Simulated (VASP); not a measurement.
Crystal: W.

```
CELL_PARAMETERS angstrom
-1.58234 1.58234 1.58234
1.58234 -1.58234 1.58234
1.58234 1.58234 -1.58234
ATOMIC_POSITIONS crystal
W 0.00000 0.00000 0.00000
```

| Quantity | Value |
| --- | --- |
| Program | VASP 6.6.1 |
| Task | relaxation of cell and atoms |
| Functional | RPBE |
| Potentials or basis | VASP PAW PBE potentials, release 64 (W_sv) |
| Cutoff | 600 eV |
| k mesh | 12 × 12 × 12 |
| Occupations | fermi-dirac, width 0.05 eV |
| Spin | no spin polarisation |

At the start: pressure 10.3 GPa; volume 15.85 Å³/atom.

How do energy, volume and symmetry change on relaxing?

Over 4 steps the energy falls by 16.6 meV/atom and the volume is 16.38 Å³/atom (+3.3 %); space group Im-3m (No. 229, to 0.05 Å).

Step by step:
```tsv
step	energy change (eV)	largest force (eV/Å)	pressure (GPa)	volume (Å³)
1	0.0000	0.0000	10.33	15.85
2	0.1566	0.0000	-26.04	18.31
3	-0.0165	0.0000	-0.42	16.40
4	-0.0166	0.0000	-0.03	16.38
```

Final structure:
```xyz
1
Lattice="-1.5998 1.5998 1.5998 1.5998 -1.5998 1.5998 1.5998 1.5998 -1.5998" Properties=species:S:1:pos:R:3 pbc="T T T"
W     0.0000    0.0000    0.0000
```

Caveat: the PAW data sets were made with another functional, which shifts forces and pressure a little.
